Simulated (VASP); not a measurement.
## CdSe: single point with r2SCAN

The system is CdSe.

```
Cd Se
1.0
     0.00000    3.09060    3.09060
     3.09060    0.00000    3.09060
     3.09060    3.09060    0.00000
Cd Se
1 1
Direct
  0.00000 0.00000 0.00000
  0.75000 0.75000 0.75000
```

- Program: VASP 6.6.1
- Task: single point
- Functional: r2SCAN
- Potentials or basis: VASP PAW PBE potentials, release 64 (Cd, Se)
- Cutoff: 520 eV
- k mesh: 6 × 6 × 6
- Occupations: gaussian, width 0.01 eV
- Spin: no spin polarisation

```yaml
Pressure: -0.9 GPa
Band_gap_on_the_k_mesh: 0.98 eV, direct
```

Levels at points of the mesh, in eV from the valence-band top:
| k point | band 5 | band 6 | band 7 | band 8 | band 9 | band 10 | band 11 | band 12 | band 13 | band 14 |
| --- | --- | --- | --- | --- | --- | --- | --- | --- | --- | --- |
| (0.00, 0.00, 0.00) | -7.67 | -7.67 | 0.00 | 0.00 | 0.00 | 0.98 | 6.47 | 6.47 | 6.47 | 10.10 |
| (0.50, 0.00, 0.00) | -7.65 | -7.40 | -4.14 | -0.69 | -0.69 | 2.79 | 6.91 | 6.91 | 7.67 | 10.41 |
| (0.50, 0.50, 0.00) | -7.62 | -7.34 | -3.87 | -1.72 | -1.72 | 3.54 | 4.10 | 9.44 | 10.66 | 10.66 |

Wall time 46 s on 1 thread of AMD EPYC 9R45 96-Core Processor (Zen 5), with other jobs on the host, peak memory 0.18 GiB.

Caveat: the PAW data sets were made with another functional, which shifts forces and pressure a little. r2SCAN opens gaps a little over a GGA but as a rule still falls short of measured ones.
